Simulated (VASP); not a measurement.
Input of a VASP 6.6.1 run:

Contents of INCAR:

```
SYSTEM = Cu
PREC     = Accurate       ! precision mode
ENCUT    = 600            ! plane-wave cutoff, eV
EDIFF    = 1E-7           ! SCF threshold, eV
ISMEAR   = 0              ! smearing method
SIGMA    = 0.1            ! smearing width, eV
LREAL    = .False.        ! projectors in reciprocal space
LASPH    = .True.         ! aspherical terms in the spheres
NELM     = 80             ! most SCF steps
ALGO     = Fast           ! electronic algorithm
ISIF     = 3              ! what is computed and relaxed
LWAVE    = .False.        ! write WAVECAR
LCHARG   = .False.        ! write CHGCAR
GGA      = PS             ! functional
IBRION   = 2              ! ionic algorithm
NSW      = 100            ! ionic steps
EDIFFG   = -0.05          ! ionic threshold
```

File KPOINTS:

```
Automatic mesh
0
Gamma
  10 10 10
  0 0 0
```

Contents of POSCAR:

```
Cu
1.0
    0.0000000000      1.8250000000      1.8250000000
    1.8250000000      0.0000000000      1.8250000000
    1.8250000000      1.8250000000      0.0000000000
Cu
1
Direct
    0.0000000000      0.0000000000      0.0000000000
```

Potentials or basis: VASP PAW PBE potentials, release 64 (Cu).

Run with:

```sh
$ cat potpaw_PBE.64/Cu/POTCAR > POTCAR
$ mpirun -np 1 vasp_std > vasp.out
```

(1) Predict the space group after relaxing (to 0.05 Å).

(2) Estimate the relaxed cell.

## Answers

(1) Fm-3m (No. 225).

(2) a = 2.524 Å, b = 2.524 Å, c = 2.524 Å, α = 60.00°, β = 60.00°, γ = 60.00°.
